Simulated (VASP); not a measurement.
GaN (fl.b): single point with LDA

Crystal: GaN (fl.b).

```
CELL_PARAMETERS angstrom
0.00000 2.25000 2.25000
2.25000 0.00000 2.25000
2.25000 2.25000 0.00000
ATOMIC_POSITIONS crystal
Ga 0.00000 0.00000 0.00000
N 0.25000 0.25000 0.25000
```

```json
{
 "Program": "VASP 6.6.1",
 "Task": "single point",
 "Functional": "LDA",
 "Potentials or basis": "VASP PAW LDA potentials, release 64 (Ga_d, N)",
 "Cutoff": "600 eV",
 "k mesh": "8 × 8 × 8",
 "Occupations": "gaussian, width 0.1 eV",
 "Spin": "no spin polarisation"
}
```

| Property | Result |
| --- | --- |
| Pressure | -4.8 GPa |
| Band gap on the k mesh | 1.78 eV, direct |

Levels at points of the mesh, in eV from the valence-band top:
| k point | band 6 | band 7 | band 8 | band 9 | band 10 | band 11 | band 12 | band 13 |
| --- | --- | --- | --- | --- | --- | --- | --- | --- |
| (0.00, 0.00, 0.00) | -13.24 | 0.00 | 0.00 | 0.00 | 1.78 | 10.14 | 10.14 | 10.14 |
| (0.50, 0.00, 0.00) | -11.85 | -7.15 | -0.99 | -0.99 | 4.57 | 8.62 | 10.23 | 10.23 |
| (0.50, 0.50, 0.00) | -11.37 | -6.22 | -2.75 | -2.75 | 3.25 | 6.51 | 11.54 | 13.80 |

Run time: 18 s on 1 thread of Intel Xeon 8259CL, with other jobs on the host, peak memory 0.15 GiB.
